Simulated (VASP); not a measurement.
Input of a VASP 6.6.1 run:

Contents of INCAR:

```
PREC = Accurate
ENCUT = 520
EDIFF = 1E-6
ISMEAR = -1
SIGMA = 0.15
LREAL = False
LASPH = True
NELM = 150
ALGO = Normal
ISIF = 2
LWAVE = False
LCHARG = True
ISPIN = 2
MAGMOM = 3.5 1.5 1.5 1.5
LORBIT = 11
LMAXMIX = 4
GGA = PE
LELF = True
LVHAR = True
NBANDS = 31
```

KPOINTS

```
Automatic mesh
0
Gamma
  9 9 9
```

POSCAR

```
FeNi3
1.0
    3.5456633536      0.0000000000      0.0000000000
    0.0000000000      3.5456633536      0.0000000000
    0.0000000000      0.0000000000      3.5456633536
Fe Ni
1 3
Direct
    0.0000000000      0.0000000000      0.0000000000
    0.0000000000      0.5000000000      0.5000000000
    0.5000000000      0.0000000000      0.5000000000
    0.5000000000      0.5000000000      0.0000000000
```

Potentials or basis: VASP PAW PBE potentials, release 64 (Fe, Ni).

Run with:

```bash
$ cat potpaw_PBE.64/Fe/POTCAR potpaw_PBE.64/Ni/POTCAR > POTCAR
$ mpirun -np 1 vasp_std > vasp.out
```

(1) Estimate the net moment.

(2) Estimate the site moments.

## Answers

(1) 4.68 μB per cell.

(2) Fe +2.86; Ni +0.62 μB.
